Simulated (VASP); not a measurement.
AgCl:

```xyz
4
Lattice="4.4745 0.0000 0.0000 -2.2373 3.8751 0.0000 0.0000 0.0000 5.7890" Properties=species:S:1:pos:R:3 pbc="T T T"
Ag    0.0000    2.5834   -0.3602
Ag    2.2373    1.2917    2.5343
Cl    0.0000    2.5834    2.5310
Cl    2.2373    1.2917    5.4255
```

This cell differs from its parent crystal: epitaxial xy strain -1.0%.

Base run:

| Item | Value |
| --- | --- |
| Program | VASP 6.6.1 |
| Functional | r2SCAN |
| Potentials or basis | VASP PAW PBE potentials, release 64 (Ag, Cl) |
| Cutoff | 520 eV |
| k mesh | 6 × 6 × 4 |
| Occupations | gaussian, width 0.01 eV |
| Spin | no spin polarisation |

Its results: band gap on the k mesh 1.72 eV, direct; pressure 0.4 GPa.

Q: The run is repeated on the same cell with these changes: functional from r2SCAN to PBE; occupations from gaussian, width 0.01 eV to fermi-dirac, width 0.02 eV. What comes out?

A: Band gap on the k mesh 1.34 eV, direct; pressure 1.6 GPa.

Caveats: the PAW data sets were made with another functional, which shifts forces and pressure a little (some runs).

